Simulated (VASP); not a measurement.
Set up this calculation in VASP 6.6.1, as the native input.

```yaml
Task: single point
Functional: PBEsol
Potentials_or_basis: VASP PAW PBE potentials, release 64 (Ta_pv, N)
Cutoff: 520 eV
k_mesh: 10 × 10 × 4
Occupations: fermi-dirac, width 0.05 eV
Spin: no spin polarisation
Hubbard_terms: Ta d U = 1.0 eV
Dipole_correction: no
Further_INCAR_settings: ALGO = Normal; EDIFF = 1e-06; NBANDS = 27
```

The structure of Ta3N lies in POSCAR:

```
Ta3N
1.0
    2.9996136662      0.0000000000      0.0000000000
   -1.4998068331      2.5977416364      0.0000000000
    0.0000000000      0.0000000000      7.4725461458
Ta N
3 1
Direct
    0.6666666667      0.3333333333      0.8271394734
    0.3333333333      0.6666666667      0.1728605266
    0.0000000000      0.0000000000      0.5000000000
    0.0000000000      0.0000000000      0.0000000000
```

One way to write it, as run:

INCAR

```
ALGO = Normal ; EDIFF = 1E-6
ENCUT = 520 ; GGA = PS
ISIF = 2 ; ISMEAR = -1
LASPH = True ; LCHARG = False
LDAU = True ; LDAUJ = 0 0
LDAUL = 2 -1 ; LDAUPRINT = 1
LDAUTYPE = 2 ; LDAUU = 1 0
LMAXMIX = 4 ; LREAL = False
LWAVE = False ; NBANDS = 27
NELM = 150 ; PREC = Accurate
SIGMA = 0.05
```

KPOINTS

```
k-points
0
Gamma
  10 10 4
```

Potentials or basis: VASP PAW PBE potentials, release 64 (Ta_pv, N).

Run with:

```sh
$ cat potpaw_PBE.64/Ta_pv/POTCAR potpaw_PBE.64/N/POTCAR > POTCAR
$ mpirun -np 1 vasp_std > vasp.out
```

Results of the run:

The pressure is 2.7 GPa. The largest force is 0.127 eV/Å. The band gap on the k mesh is zero (band 19 reaches 7.26 eV, above the bottom of band 20 at 6.60 eV).

Caveat: the PAW data sets were made with another functional, which shifts forces and pressure a little; spin-orbit coupling is left out, which moves the levels of the heavy elements; U without spin polarisation on a metal has little footing.

It took 60 s on 1 thread of Intel Xeon 6975P-C (shared host), peak memory 0.21 GiB.
